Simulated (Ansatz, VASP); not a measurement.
## One calculation of SnW2, two programs

INCAR

```
PREC     = Accurate       # precision mode
ENCUT    = 520            # plane-wave cutoff, eV
EDIFF    = 1E-7           # SCF threshold, eV
ISMEAR   = 0              # smearing method
SIGMA    = 0.1            # smearing width, eV
LREAL    = False          # projectors in reciprocal space
LASPH    = True           # aspherical terms in the spheres
NELM     = 60             # most SCF steps
ALGO     = Normal         # electronic algorithm
ISIF     = 2              # what is computed and relaxed
LWAVE    = False          # write WAVECAR
LCHARG   = False          # write CHGCAR
GGA      = PE             # functional
NBANDS   = 28             # bands
```

The input KPOINTS:

```
regular mesh
0
Gamma
  6 6 4
```

The input POSCAR:

```
SnW2
1.0
    3.0747808500      0.0000000000      0.0000000000
    0.0000000000      3.0747808500      0.0000000000
    0.0000000000      0.0000000000      5.8746182700
Sn W
1 2
Direct
    0.0000000000      0.0000000000      0.0000000000
    0.5000000000      0.5000000000      0.2700000100
    0.5000000000      0.5000000000      0.7299999900
```

Input for Ansatz:

```yaml
crystal:
  lattice:
    - [3.07478085, 0.0, 0.0]
    - [0.0, 3.07478085, 0.0]
    - [0.0, 0.0, 5.87461827]
  atoms:
    - { symbol: Sn, position: [0.0, 0.0, 0.0] }
    - { symbol: W, position: [0.5, 0.5, 0.27000001] }
    - { symbol: W, position: [0.5, 0.5, 0.72999999] }
basis:
  ecutwfc: 420
kpoints:
  mp_grid: { grid: [6, 6, 4] }
hamiltonian:
  xc: pbe
scf:
  occupations: { method: gaussian, width: 0.1 }
  lower_state_search: "off"
output:
  forces: true
  stress: true
  eigenvalues: true
```

Change from the starting cell: species swapped into the FeSi2 type (P4/mmm, No. 123).

Alike in both runs: task single point; functional PBE; k mesh 6 × 6 × 4; occupations gaussian, width 0.1 eV; no spin polarisation.

|  | VASP | Ansatz |
| --- | --- | --- |
| version | VASP 6.6.1 | Ansatz 0.2.0 |
| potentials or method | VASP PAW PBE potentials, release 64 (Sn_d, W_sv), cutoff 520 eV | scalar-relativistic, plane waves, PAW |
| valence electrons in the cell | 42 | 42 |

```tsv
	VASP	Ansatz	Ansatz less VASP
gap on the k mesh at the Fermi level (eV)	none	none	-
pressure (GPa)	15.0	14.7	-0.25
traceless stress, the component that is largest in VASP (GPa)	-10.86	-10.95	-0.089
rms of the force components (eV/Å)	1.798	1.795	-0.0025
```

Atom by atom the forces differ by 0.002 eV/Å (rms over components). A gap of «none» marks a metal or a gap that the smearing closes. The functional is the same, so the differences come from potentials, cutoffs and numerics.

Spin-orbit coupling is off throughout.
